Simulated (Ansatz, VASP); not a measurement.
# Two plane-wave programs on C

File INCAR:

```
SYSTEM = C
PREC = Accurate ; ENCUT = 520
EDIFF = 1E-6 ; ISMEAR = 0
SIGMA = 0.05 ; LREAL = .FALSE.
LASPH = .TRUE. ; NELM = 60
ALGO = Normal ; ISIF = 2
LWAVE = .FALSE. ; LCHARG = .FALSE.
GGA = PS ; NBANDS = 31
```

The input KPOINTS:

```
regular mesh
0
G
  12 12 12
  0 0 0
```

File POSCAR:

```
C
1.0
    1.2534231687      0.7236642039      9.6975836482
   -1.2534231687      0.7236642039      9.6975836482
    0.0000000000     -1.4473284077      9.6975836483
C
10
Direct
    0.0248215789      0.0248215789      0.0248215789
    0.9751784211      0.9751784211      0.9751784211
    0.1086886328      0.1086886328      0.1086886328
    0.8913113672      0.8913113672      0.8913113672
    0.1583653670      0.1583653670      0.1583653670
    0.8416346330      0.8416346330      0.8416346330
    0.3748636560      0.3748636560      0.3748636560
    0.6251363440      0.6251363440      0.6251363440
    0.4253184939      0.4253184939      0.4253184939
    0.5746815061      0.5746815061      0.5746815061
```

Input for Ansatz:

```yaml
crystal:
  lattice:
    - [1.2534231687, 0.7236642039, 9.6975836482]
    - [-1.2534231687, 0.7236642039, 9.6975836482]
    - [0.0, -1.4473284077, 9.6975836483]
  atoms:
    - { symbol: C, position: [0.0248215789, 0.0248215789, 0.0248215789] }
    - { symbol: C, position: [0.9751784211, 0.9751784211, 0.9751784211] }
    - { symbol: C, position: [0.1086886328, 0.1086886328, 0.1086886328] }
    - { symbol: C, position: [0.8913113672, 0.8913113672, 0.8913113672] }
    - { symbol: C, position: [0.158365367, 0.158365367, 0.158365367] }
    - { symbol: C, position: [0.841634633, 0.841634633, 0.841634633] }
    - { symbol: C, position: [0.374863656, 0.374863656, 0.374863656] }
    - { symbol: C, position: [0.625136344, 0.625136344, 0.625136344] }
    - { symbol: C, position: [0.4253184939, 0.4253184939, 0.4253184939] }
    - { symbol: C, position: [0.5746815061, 0.5746815061, 0.5746815061] }
basis:
  ecutwfc: 420
kpoints:
  mp_grid: { grid: [12, 12, 12] }
hamiltonian:
  xc: pbesol
scf:
  occupations: { method: gaussian, width: 0.05 }
output:
  forces: true
  stress: true
  eigenvalues: true
```

Change from the starting cell: strain -0.0600 x Voigt [0, 0, 1, 0, 0, 0], atoms carried along.

Alike in both runs: task single point; functional PBEsol; k mesh 12 × 12 × 12; occupations gaussian, width 0.05 eV; no spin polarisation.

|  | VASP | Ansatz |
| --- | --- | --- |
| version | VASP 6.6.1 | Ansatz 0.2.0 |
| potentials or method | VASP PAW PBE potentials, release 64 (C), cutoff 520 eV | scalar-relativistic, plane waves, PAW |
| valence electrons in the cell | 40 | 40 |

|  | VASP | Ansatz | Ansatz less VASP |
| --- | --- | --- | --- |
| gap on the k mesh at the Fermi level (eV) | 3.71 | 3.72 | +0.007 |
| least direct gap on the mesh (eV) | 4.70 | 4.70 | +0.005 |
| pressure (GPa) | 35.4 | 34.0 | -1.43 |
| traceless stress, the component that is largest in VASP (GPa) | 61.99 | 61.62 | -0.367 |
| rms of the force components (eV/Å) | 0.406 | 0.394 | -0.0119 |

VASP's potentials were made for PBE, not for PBEsol. Atom by atom the forces differ by 0.012 eV/Å (rms over components). Both programs put the cell under a high pressure, so it lies far from rest at this level.
